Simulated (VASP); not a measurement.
Input of a VASP 6.6.1 run:

File INCAR:

```
SYSTEM = Al2O3
PREC = Accurate
ENCUT = 520
EDIFF = 1E-6
ISMEAR = 0
SIGMA = 0.05
LREAL = .FALSE.
LASPH = .TRUE.
NELM = 100
ALGO = Normal
ISIF = 2
LWAVE = .FALSE.
LCHARG = .FALSE.
NBANDS = 20
```

The input KPOINTS:

```
Automatic mesh
0
G
  12 12 4
  0 0 0
```

POSCAR

```
Al2O3
1.0
    2.9688049586      0.0000000000      0.0000000000
   -1.4844024793      2.5710605130      0.0000000000
    0.0000000000      0.0000000000      7.8250652405
Al O
2 3
Direct
    0.0000000000      0.0000000000      0.2779510000
    0.0000000000      0.0000000000      0.7220490000
    0.3333333333      0.6666666667      0.1994540000
    0.6666666667      0.3333333333      0.8005460000
    0.0000000000      0.0000000000      0.5000000000
```

Potentials or basis: VASP PAW LDA potentials, release 64 (Al, O).

The run is started by

```bash
$ cat potpaw_LDA.64/Al/POTCAR potpaw_LDA.64/O/POTCAR > POTCAR
$ mpirun -np 1 vasp_std > vasp.out
```

Question: Estimate the band gap on the k mesh.

Answer: 1.67 eV, direct.

Question: Estimate the largest force.

Answer: 1.643 eV/Å.

Stress tensor (GPa, compression positive):
```
 -1.48   0.00   0.00
  0.00  -1.48   0.00
  0.00   0.00 -21.91
```

Caveat: forces of over 1 eV/Å act on the atoms, so gaps and moduli don't describe the material at rest. A k mesh can miss the band edges.
